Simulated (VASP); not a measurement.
Crystal: MgB2.

```
Mg B
1.0
     3.08500    0.00000    0.00000
    -1.54250    2.67169    0.00000
     0.00000    0.00000    3.52300
Mg B
1 2
Direct
  0.00000 0.00000 0.00000
  0.66667 0.33333 0.50000
  0.33333 0.66667 0.50000
```

```yaml
Program: VASP 6.6.1
Task: relaxation of cell and atoms
Functional: RPBE
Dispersion: D3(BJ)
Potentials_or_basis: VASP PAW PBE potentials, release 64 (Mg, B)
Cutoff: 600 eV
k_mesh: 10 × 10 × 8
Occupations: fermi-dirac, width 0.05 eV
Spin: no spin polarisation
```

At the start: pressure -20.2 GPa; volume 9.68 Å³/atom.

Q: How do energy, volume and symmetry change on relaxing?

A: Over 6 steps the energy falls by 87.5 meV/atom and the volume is 8.42 Å³/atom (-13.0 %); space group P6/mmm (No. 191, to 0.05 Å).

Step by step:
```csv
step,energy change (eV),largest force (eV/Å),pressure (GPa),volume (Å³)
1,0.0000,0.0000,-20.19,29.04
2,-0.2070,0.0000,10.76,24.21
3,-0.2481,0.0000,0.00,25.47
4,-0.2605,0.0000,0.08,25.34
5,-0.2624,0.0000,0.11,25.26
6,-0.2625,0.0000,0.11,25.26
```

Final structure:
```cif
data_structure
_symmetry_space_group_name_H-M 'P 1'
_symmetry_Int_Tables_number 1
_cell_length_a 2.9740
_cell_length_b 2.9740
_cell_length_c 3.2982
_cell_angle_alpha 90.000
_cell_angle_beta 90.000
_cell_angle_gamma 120.000
_cell_volume 25.26
loop_
_atom_site_label
_atom_site_type_symbol
_atom_site_fract_x
_atom_site_fract_y
_atom_site_fract_z
_atom_site_occupancy
Mg1 Mg 0.00000 0.00000 0.00000 1
B1 B 0.66667 0.33333 0.50000 1
B2 B 0.33333 0.66667 0.50000 1
```

Caveat: the PAW data sets were made with another functional, which shifts forces and pressure a little; the volume moved by -13 % from the deposited cell, more than functionals usually miss; pairwise dispersion overbinds metals, which lowers pressure and volume.
